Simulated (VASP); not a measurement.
Set up this calculation in VASP 6.6.1, as the native input.

```yaml
Task: single point
Functional: PBEsol
Potentials_or_basis: VASP PAW PBE potentials, release 64 (Mg, Sn_d)
Cutoff: 520 eV
k_mesh: 4 × 4 × 3
Occupations: fermi-dirac, width 0.05 eV
Spin: no spin polarisation
Dipole_correction: no
Further_INCAR_settings: ALGO = Normal; EDIFF = 1e-06; NBANDS = 45
```

The structure of MgSn5 lies in POSCAR:

```
MgSn5
1.0
    5.6501780000      0.0000000000      0.0000000000
   -2.8250890000      4.8931980000      0.0000000000
    0.0000000000      0.0000000000      5.6172030000
Mg Sn
1 5
Direct
    0.0000000000      0.0000000000      0.5000000000
    0.6700040000      0.0000000000      0.0000000000
    0.3299960000      0.3299960000      0.0000000000
    0.0000000000      0.6700040000      0.0000000000
    0.6666666667      0.3333333333      0.5000000000
    0.3333333333      0.6666666667      0.5000000000
```

These files were run (other wordings do the same):

INCAR

```
  PREC = Accurate
  ENCUT = 520
  EDIFF = 1E-6
  ISMEAR = -1
  SIGMA = 0.05
  LREAL = F
  LASPH = T
  NELM = 80
  ALGO = Normal
  ISIF = 2
  LWAVE = F
  LCHARG = F
  GGA = PS
  NBANDS = 45
```

KPOINTS

```
regular mesh
0
Gamma
  4 4 3
```

Potentials or basis: VASP PAW PBE potentials, release 64 (Mg, Sn_d).

Command:

```console
$ cat potpaw_PBE.64/Mg/POTCAR potpaw_PBE.64/Sn_d/POTCAR > POTCAR
$ mpirun -np 1 vasp_std > vasp.out
```

It gave:

```json
{"Pressure": "-0.7 GPa", "Largest force": "0.057 eV/Å", "Band gap on the k mesh": "zero (band 36 reaches 8.39 eV, above the bottom of band 37 at 5.94 eV)"}
```

Caveat: the k points lie up to 0.37 Å⁻¹ apart; the PAW data sets were made with another functional, which shifts forces and pressure a little; spin-orbit coupling is left out, which moves the levels of the heavy elements.

It used 150 s of CPU time on 1 thread of AMD EPYC 7R13 Processor (Zen 3) (shared host).
